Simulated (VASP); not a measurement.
A run of VASP 6.6.1 is set up as follows.

Contents of INCAR:

```
ALGO     = Normal         # electronic algorithm
EDIFF    = 1E-6           # SCF threshold, eV
ENCUT    = 520            # plane-wave cutoff, eV
GGA      = PS             # functional
ISIF     = 2              # what is computed and relaxed
ISMEAR   = 0              # smearing method
LASPH    = True           # aspherical terms in the spheres
LCHARG   = False          # write CHGCAR
LREAL    = False          # projectors in reciprocal space
LWAVE    = False          # write WAVECAR
NBANDS   = 36             # bands
NELM     = 60             # most SCF steps
PREC     = Accurate       # precision mode
SIGMA    = 0.05           # smearing width, eV
```

KPOINTS

```
k-points
0
Gamma
  9 9 2
```

POSCAR

```
MgO
1.0
    2.1075959645     -2.1075959645      0.0000000000
    2.1075959645      0.0000000000     -2.1075959645
    9.4754948380      8.6324564522      7.7894180664
Mg O
6 6
Direct
    1.0000000000     -0.1464887296      0.3662218239
    0.3333333333      0.2519507058      0.2034565688
    0.6666666667      0.4550718351      0.5289870790
    1.0000000000      0.6581929644      0.8545175891
    0.3333333333      0.0566323997      0.6917523341
    0.6666666667      0.6503901412      0.0406913138
    0.6666666667      0.5527309881      0.2848391964
    0.0000000000     -0.0488295765      0.1220739413
    0.3333333333      0.1542915528      0.4476044514
    0.6666666667      0.3574126820      0.7731349616
    1.0000000000      0.7558521174      0.6103697065
    0.3333333333     -0.0410267533      0.9359002167
```

Potentials or basis: VASP PAW PBE potentials, release 64 (Mg, O).

Launch:

```sh
$ cat potpaw_PBE.64/Mg/POTCAR potpaw_PBE.64/O/POTCAR > POTCAR
$ mpirun -np 1 vasp_std > vasp.out
```

**Question.** Estimate the band gap on the k mesh.

**Answer.** 2.40 eV.

**Question.** Estimate the largest force.

**Answer.** 1.432 eV/Å.

Forces in eV/Å, atoms in the order of the input:
```
Mg   0.222  0.222  0.222
Mg   0.244  0.245  0.248
Mg   0.223  0.223  0.223
Mg   0.559  0.422  0.516
Mg   0.222  0.222  0.222
Mg   0.173 -0.878  0.883
O   -0.225 -0.218 -0.221
O   -0.275 -0.007 -0.147
O   -0.223 -0.223 -0.223
O   -0.211 -0.215 -0.223
O   -0.224 -0.223 -0.224
O   -0.486  0.430 -1.277
```

Caveat: the cell differs from its parent crystal (the part above a cut slid along it); the PAW data sets were made with another functional, which shifts forces and pressure a little. A k mesh can miss the band edges.
